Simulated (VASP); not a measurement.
A run of VASP 6.6.1 is set up as follows.

Contents of INCAR:

```
SYSTEM = Sn4O7
PREC     = Accurate       ! precision mode
ENCUT    = 520            ! plane-wave cutoff, eV
EDIFF    = 1E-6           ! SCF threshold, eV
ISMEAR   = 0              ! smearing method
SIGMA    = 0.05           ! smearing width, eV
LREAL    = .FALSE.        ! projectors in reciprocal space
LASPH    = .TRUE.         ! aspherical terms in the spheres
NELM     = 100            ! most SCF steps
ALGO     = Normal         ! electronic algorithm
ISIF     = 2              ! what is computed and relaxed
LWAVE    = .FALSE.        ! write WAVECAR
LCHARG   = .FALSE.        ! write CHGCAR
GGA      = CA             ! functional
NELECT   = 96.0         
NBANDS   = 60             ! bands
```

The input KPOINTS:

```
Automatic mesh
0
G
  6 4 6
  0 0 0
```

POSCAR

```
Sn4O7
1.0
    3.9697699592     -3.9697699592      0.0000000000
    3.9697699592      3.9697699592      0.0000000000
   -1.9848849796      1.9848849796      5.0882634188
Sn O
4 7
Direct
    1.0000000000      0.2500000000      0.5000000000
    0.5000000000      0.7500000000      0.5000000000
    0.5000000000      0.5000000000      0.0000000000
    0.0000000000      0.0000000000      0.0000000000
    0.7970126936      0.0000000000      0.5940253873
    0.2962313438      0.2971975205      0.9980676467
    0.7029873064      0.7500000000      0.9059746127
    0.7029873064      0.5000000000      0.4059746127
    0.2029873064      0.0000000000      0.4059746127
    0.7970126936      0.2500000000      0.0940253873
    0.2970126936      0.7500000000      0.0940253873
```

Potentials or basis: VASP PAW LDA potentials, release 64 (Sn_d, O).

The run is started by

```console
$ cat potpaw_LDA.64/Sn_d/POTCAR potpaw_LDA.64/O/POTCAR > POTCAR
$ mpirun -np 1 vasp_std > vasp.out
```

**Question.** Estimate the largest force.

**Answer.** 17.437 eV/Å.

Forces in eV/Å, atoms in the order of the input:
```
Sn   -2.393   0.179  -0.480
Sn    2.638  -0.125  -0.489
Sn   15.665  -0.072   1.924
Sn    1.051   0.055  -0.142
O     1.326  -0.017   1.093
O   -17.087  -0.010  -3.476
O    -2.454   0.028  -1.312
O     0.389  -0.181   1.279
O    -0.037   0.092   0.821
O     0.663  -1.084   0.347
O     0.238   1.134   0.435
```

Caveat: the cell carries a net charge on a neutralising background, which shifts energy and pressure; the cell differs from its parent crystal (atoms taken out, atom 6 moved 0.000 of the way to it and +0.600 Å across, host rigid).
